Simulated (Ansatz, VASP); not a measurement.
**TaN in VASP and in Ansatz**

INCAR

```
  ALGO = Normal
  EDIFF = 1E-6
  ENCUT = 520
  GGA = PE
  ISIF = 2
  ISMEAR = -1
  LASPH = True
  LCHARG = False
  LREAL = False
  LWAVE = False
  NBANDS = 15
  NELM = 100
  PREC = Accurate
  SIGMA = 0.08
```

File KPOINTS:

```
k-points
0
Gamma
  15 15 15
```

POSCAR

```
TaN
1.0
    0.0000000000      2.1634273575      2.1634273575
    2.1634273575      0.0000000000      2.1634273575
    2.1634273575      2.1634273575      0.0000000000
Ta N
1 1
Direct
    0.0000000000      0.0000000000      0.0000000000
    0.5000000000      0.5000000000      0.5000000000
```

Input for Ansatz:

```yaml
crystal:
  lattice:
    - [0.0, 2.1634273575, 2.1634273575]
    - [2.1634273575, 0.0, 2.1634273575]
    - [2.1634273575, 2.1634273575, 0.0]
  atoms:
    - { symbol: Ta, position: [0.0, 0.0, 0.0] }
    - { symbol: "N", position: [0.5, 0.5, 0.5] }
kpoints:
  mp_grid: { grid: [15, 15, 15] }
scf:
  occupations: { method: fermi_dirac, width: 0.08 }
hamiltonian:
  xc: pbe
  pseudopotentials: { kind: paw }
output:
  forces: true
  stress: true
  eigenvalues: true
  populations: true
  write_density: true
  write_potential: true
  elf: true
  volumetric_format: npy
```

Change from the starting cell: volume scaled by 0.94, PAW files.

Alike in both runs: task single point; functional PBE; k mesh 15 × 15 × 15; occupations fermi-dirac, width 0.08 eV; no spin polarisation.

|  | VASP | Ansatz |
| --- | --- | --- |
| version | VASP 6.6.1 | Ansatz 0.2.0 |
| potentials or method | VASP PAW PBE potentials, release 64 (Ta_pv, N) | PAW with Ansatz's default frozen-core files, scalar-relativistic |
| plane-wave cutoff (eV) | 520 | 420 |
| valence electrons in the cell | 16 | 18 |

```csv
,VASP,Ansatz,Ansatz less VASP
pressure (GPa),24.5,23.4,-1.08
```

VASP's potentials hold 16 valence electrons a cell and Ansatz's 18, so a difference there can come from the potentials and not from the codes.

Spin-orbit coupling is off throughout.
